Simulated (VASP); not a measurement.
Here is a VASP 6.6.1 calculation.

File INCAR:

```
SYSTEM = Al
PREC     = Accurate       ! precision mode
ENCUT    = 520            ! plane-wave cutoff, eV
EDIFF    = 1E-6           ! SCF threshold, eV
ISMEAR   = -1             ! smearing method
SIGMA    = 0.05           ! smearing width, eV
LREAL    = .False.        ! projectors in reciprocal space
LASPH    = .True.         ! aspherical terms in the spheres
NELM     = 80             ! most SCF steps
ALGO     = Fast           ! electronic algorithm
ISIF     = 2              ! what is computed and relaxed
LWAVE    = .False.        ! write WAVECAR
LCHARG   = .True.         ! write CHGCAR
GGA      = PE             ! functional
LELF     = .True.         ! ELF
LVHAR    = .True.       
NBANDS   = 10             ! bands
```

Contents of KPOINTS:

```
Automatic mesh
0
Gamma
  11 11 6
  0 0 0
```

File POSCAR:

```
Al
1.0
    2.8310814264      0.0000000000      0.0000000000
   -1.4155407132      2.4517884355      0.0000000000
    0.0000000000      0.0000000000      4.8990817340
Al
2
Direct
    0.3333333333      0.6666666667      0.2500000000
    0.6666666667      0.3333333333      0.7500000000
```

Potentials or basis: VASP PAW PBE potentials, release 64 (Al).

Run with:

```bash
$ cat potpaw_PBE.64/Al/POTCAR > POTCAR
$ mpirun -np 1 vasp_std > vasp.out
```

Predict the band gap on the k mesh.

zero (band 3 reaches 11.12 eV, above the bottom of band 4 at 4.77 eV).

What does it give for the pressure?

-1.3 GPa.

Stress tensor (GPa, compression positive):
```
 0.05  0.00  0.00
 0.00  0.05  0.00
 0.00  0.00 -4.04
```
